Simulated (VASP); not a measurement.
# Al3B2N (R-3m) in VASP: a series of runs, part 2 of 4

VASP 6.6.1.

## 3. Single point, PBE, collinear spin, ferromagnetic start

This run uses another cell than the first one, of 10.73 Å³/atom.

INCAR

```
SYSTEM = Al3B2N
ALGO = Normal
EDIFF = 1E-7
ENCUT = 520
GGA = PE
ISIF = 2
ISMEAR = 0
ISPIN = 2
LASPH = .True.
LCHARG = .True.
LELF = .True.
LORBIT = 11
LREAL = .False.
LVHAR = .True.
LWAVE = .False.
MAGMOM = 0 0 0 0 0 1
NBANDS = 23
NELM = 150
PREC = Accurate
SIGMA = 0.1
```

KPOINTS

```
k-points
0
Gamma
  6 6 6
  0 0 0
```

POSCAR

```
Al3B2N
1.0
    2.7311336773      1.5768207638      2.4918987891
   -2.7311336773      1.5768207638      2.4918987891
    0.0000000000     -3.1536415276      2.4918987891
Al B N
3 2 1
Direct
    0.0000000000      0.5000000000      0.0000000000
    0.5000000000      0.0000000000      0.0000000000
    0.0000000000      0.0000000000      0.5000000000
    0.6095205079      0.6095205079      0.6095205079
    0.3904794921      0.3904794921      0.3904794921
    0.0000000000      0.0000000000      0.0000000000
```

Potentials or basis: VASP PAW PBE potentials, release 64 (Al, B, N).

Started as:

```bash
> cat potpaw_PBE.64/Al/POTCAR potpaw_PBE.64/B/POTCAR potpaw_PBE.64/N/POTCAR > POTCAR
> mpirun -np 1 vasp_std > vasp.out
```

OUTCAR:

```text
SYSTEM = Al3B2N
   EDIFF = 1E-7
   ENCUT = 520
   GGA = PE
   ISIF = 2
   ISMEAR = 0
   ISPIN = 2
   LASPH = .True.
   LORBIT = 11
   LREAL = .False.
   NELM = 150
   PREC = Accurate

 ion  position               nearest neighbor table
   1  0.000  0.500  0.000-   6 2.01   6 2.01   4 2.30   5 2.30   2 2.73   2 2.73   3 2.73   3 2.73
                             3 2.95   3 2.95   2 2.95   2 2.95
   2  0.500  0.000  0.000-   6 2.01   6 2.01   4 2.30   5 2.30   1 2.73   1 2.73   3 2.73   3 2.73
                             3 2.95   3 2.95   1 2.95   1 2.95
   3  0.000  0.000  0.500-   6 2.01   6 2.01   4 2.30   5 2.30   2 2.73   1 2.73   1 2.73   2 2.73
                             1 2.95   1 2.95   2 2.95   2 2.95
   4  0.610  0.610  0.610-   5 1.64   2 2.30   1 2.30   3 2.30
   5  0.390  0.390  0.390-   4 1.64   2 2.30   1 2.30   3 2.30
   6  0.000  0.000  0.000-   1 2.01   2 2.01   1 2.01   2 2.01   3 2.01   3 2.01

  LATTYP: Found a trigonal (rhomboedric) cell.
 ALAT       =     4.0193301008
 COS(alpha) =     0.0765602616

  Lattice vectors:

 A1 = (   2.7311336773,   1.5768207638,   2.4918987891)
 A2 = (  -2.7311336773,   1.5768207638,   2.4918987891)
 A3 = (   0.0000000000,  -3.1536415276,   2.4918987891)

Analysis of symmetry for initial positions (statically):
=====================================================================
 Subroutine PRICEL returns:
 Original cell was already a primitive cell.

 Routine SETGRP: Setting up the symmetry group for a
 trigonal (rhombohedral) supercell.

 Subroutine GETGRP returns: Found 12 space group operations
 (whereof 12 operations were pure point group operations)
 out of a pool of 12 trial point group operations.

The static configuration has the point symmetry D_3d.

Analysis of symmetry for dynamics (positions and initial velocities):
=====================================================================
 Subroutine PRICEL returns:
 Original cell was already a primitive cell.

 Routine SETGRP: Setting up the symmetry group for a
 trigonal (rhombohedral) supercell.

 Subroutine GETGRP returns: Found 12 space group operations
 (whereof 12 operations were pure point group operations)
[... 781 lines left out ...]
     21      18.4486      0.00000
     22      19.6383      0.00000

 [... further k-points ...]

 spin component 2

 k-point     1 :       0.0000    0.0000    0.0000
  band No.  band energies     occupation
      1      -8.8462      1.00000
      2      -1.6907      1.00000
      3       0.8666      1.00000
      4       1.7745      1.00000
      5       1.7745      1.00000
      6       5.3178      1.00000
[... 589 lines left out ...]
     21      18.4485      0.00000
     22      19.6383      0.00000

 [... further k-points ...]

 [bands above 22 left out]

------------------------ aborting loop because EDIFF is reached ----------------------------------------

  FORCE on cell =-STRESS in cart. coord.  units (eV):
  Direction    XX          YY          ZZ          XY          YZ          ZX
  --------------------------------------------------------------------------------------
  -------------------------------------------------------------------------------------
  Total       -0.0356483     -0.0356483      0.0050241      0.0000000     -0.0000000      0.0000000
  in kB       -0.8870382     -0.8870382      0.1250152      0.0000000     -0.0000000      0.0000000
  external PRESSURE =      -0.5496871 kB  Pullay stress =       0.0000000 kB

 VOLUME and BASIS-vectors are now :
 -----------------------------------------------------------------------------
  energy-cutoff  :      520.00
  volume of cell :       64.39
      direct lattice vectors                 reciprocal lattice vectors
     2.731133677  1.576820764  2.491898789     0.183074159  0.105697915  0.133766803
    -2.731133677  1.576820764  2.491898789    -0.183074159  0.105697915  0.133766803
     0.000000000 -3.153641528  2.491898789     0.000000000 -0.211395829  0.133766803

 POSITION                                       TOTAL-FORCE (eV/Angst)
 -----------------------------------------------------------------------------------
     -1.36557      0.78841      1.24595         0.000000      0.000000      0.000000
      1.36557      0.78841      1.24595        -0.000000      0.000000     -0.000000
      0.00000     -1.57682      1.24595         0.000000      0.000000     -0.000000
      0.00000      0.00000      4.55659        -0.000000     -0.000000      0.023621
      0.00000      0.00000      2.91911        -0.000000      0.000000     -0.023621
      0.00000      0.00000      0.00000        -0.000000      0.000000      0.000000
 -----------------------------------------------------------------------------------
    total drift:                                0.000000     -0.000000      0.000000

  FREE ENERGIE OF THE ION-ELECTRON SYSTEM (eV)
  ---------------------------------------------------
  free  energy   TOTEN  =       -31.9295066880 eV

  energy  without entropy=      -31.9194514680  energy(sigma->0) =      -31.92447908

 total charge

# of ion       s       p       d       tot
------------------------------------------
    1        0.375   0.347   0.000   0.722
    2        0.375   0.347   0.000   0.722
    3        0.375   0.347   0.000   0.722
    4        0.707   1.120   0.000   1.827
    5        0.707   1.120   0.000   1.827
    6        1.271   2.571   0.000   3.843
--------------------------------------------------
tot          3.808   5.853   0.000   9.662

 magnetization (x)

# of ion       s       p       d       tot
------------------------------------------
    1       -0.000   0.000   0.000   0.000
    2       -0.000   0.000   0.000   0.000
    3       -0.000   0.000   0.000   0.000
    4        0.000   0.000   0.000   0.000
    5        0.000   0.000   0.000   0.000
    6        0.000  -0.000   0.000  -0.000
--------------------------------------------------
tot          0.000  -0.000   0.000   0.000
```

OSZICAR:

```text
N       E                     dE             d eps       ncg     rms          rms(c)
DAV:   1     0.294336936782E+02    0.29434E+02   -0.79180E+03  2944   0.737E+02
DAV:   2    -0.321878904718E+02   -0.61622E+02   -0.58133E+02  3711   0.138E+02
DAV:   3    -0.354025577437E+02   -0.32147E+01   -0.31823E+01  3855   0.284E+01
DAV:   4    -0.354235722215E+02   -0.21014E-01   -0.21011E-01  3365   0.259E+00
DAV:   5    -0.354238093721E+02   -0.23715E-03   -0.23715E-03  3835   0.289E-01    0.108E+01
DAV:   6    -0.320977399616E+02    0.33261E+01   -0.64843E+00  3606   0.155E+01    0.370E+00
DAV:   7    -0.319646237572E+02    0.13312E+00   -0.10510E+00  3740   0.583E+00    0.217E+00
DAV:   8    -0.319384834276E+02    0.26140E-01   -0.69071E-02  3466   0.135E+00    0.107E+00
DAV:   9    -0.319287515372E+02    0.97319E-02   -0.11398E-02  3686   0.665E-01    0.281E-01
DAV:  10    -0.319294872927E+02   -0.73576E-03   -0.16925E-03  3450   0.256E-01    0.108E-01
DAV:  11    -0.319295019492E+02   -0.14657E-04   -0.28998E-04  3777   0.111E-01    0.640E-02
DAV:  12    -0.319295059431E+02   -0.39939E-05   -0.50382E-05  3539   0.514E-02    0.259E-02
DAV:  13    -0.319295070690E+02   -0.11258E-05   -0.18494E-05  3696   0.237E-02    0.107E-02
DAV:  14    -0.319295066696E+02    0.39936E-06   -0.19415E-06  3469   0.958E-03    0.343E-03
DAV:  15    -0.319295066880E+02   -0.18406E-07   -0.57797E-07  3578   0.400E-03
   1 F= -.31929507E+02 E0= -.31924479E+02  d E =-.100552E-01  mag=     0.0000
```

stdout:

```text
POSCAR found type information on POSCAR AlB N
 POSCAR found :  3 types and       6 ions
 scaLAPACK will be used
 LDA part: xc-table for (Slater+PW92), standard interpolation
 POSCAR, INCAR and KPOINTS ok, starting setup
 FFT: planning ... GRIDC
 FFT: planning ... GRID_SOFT
 FFT: planning ... GRID
 WAVECAR not read
 entering main loop
```

Run time: 3.2 min. Hardware: 1 thread of Intel Xeon 8259CL, shared host; peak memory 0.23 GiB.

What came out:

```
Free energy                                           : -31.9295 eV
Pressure                                              : -0.1 GPa
Largest force                                         : 0.024 eV/Å
Band gap on the k mesh                                : zero (filled and empty bands overlap)
Net moment                                            : 0.00 μB per cell
Valence electrons inside the program's atomic spheres : Al 0.72; B 1.83; N 3.84
```

Forces in eV/Å, atoms in the order of the input:
```
Al   0.000  0.000  0.000
Al   0.000  0.000  0.000
Al   0.000  0.000  0.000
B    0.000  0.000  0.024
B    0.000  0.000 -0.024
N    0.000  0.000  0.000
```

(Part 2 of 4 ends here.)
